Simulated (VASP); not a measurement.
# Ir3Rh: relaxation of volume and atoms at fixed shape with LDA

Crystal: Ir3Rh.

```
Ir Rh
1.0
     3.84034    0.00000    0.00000
     0.00000    3.84034    0.00000
     0.00000    0.00000    3.84034
Ir Rh
3 1
Cartesian
  1.9202 0.0000 1.9202
  0.0000 1.9202 1.9202
  1.9202 1.9202 0.0000
  0.0000 0.0000 0.0000
```

* Program: VASP 6.6.1
* Task: relaxation of volume and atoms at fixed shape
* Functional: LDA
* Potentials or basis: VASP PAW LDA potentials, release 64 (Ir, Rh_pv)
* Cutoff: 600 eV
* k mesh: 11 × 11 × 11
* Occupations: fermi-dirac, width 0.1 eV
* Spin: no spin polarisation
* Dipole correction: no
* Further INCAR settings: ALGO = Normal; EDIFF = 1e-07; IBRION = 2; EDIFFG = -0.03; NSW = 80; ISIF = 8

The relaxed volume is 13.77 Å³/atom and the relaxed cell is a = 3.805 Å, b = 3.805 Å, c = 3.805 Å, α = 90.00°, β = 90.00°, γ = 90.00°. The space group after relaxing (to 0.1 Å) is Pm-3m (No. 221) and the energy gained by relaxing is 12.5 meV/atom. The ionic steps are 4 and the pressure after relaxing is -0.1 GPa. The band gap on the k mesh is zero (bands 21 and 22 overlap by 2.27 eV).

The path:
```tsv
step	energy change (eV)	largest force (eV/Å)	pressure (GPa)	volume (Å³)
1	0.0000	0.0000	-9.94	56.64
2	0.7062	0.0000	50.28	49.74
3	-0.0498	0.0000	-0.46	55.14
4	-0.0499	0.0000	-0.09	55.09
```

Final structure:
```
Ir Rh
1.0
     3.80494    0.00000    0.00000
     0.00000    3.80494    0.00000
     0.00000    0.00000    3.80494
Ir Rh
3 1
Cartesian
  1.9025 0.0000 1.9025
  0.0000 1.9025 1.9025
  1.9025 1.9025 0.0000
  0.0000 0.0000 0.0000
```

Levels at points of the mesh, in eV from the Fermi level:
| k point | band 18 | band 19 | band 20 | band 21 | band 22 | band 23 | band 24 | band 25 |
| --- | --- | --- | --- | --- | --- | --- | --- | --- |
| (0.00, 0.00, 0.00) | 1.11 | 1.11 | 1.11 | 1.14 | 1.72 | 1.72 | 1.72 | 2.13 |

It took 2.9 min on 1 thread of AMD EPYC 9R14 (Zen 4) (shared host), peak memory 0.19 GiB.

Caveat: spin-orbit coupling is left out, which moves the levels of the heavy elements.
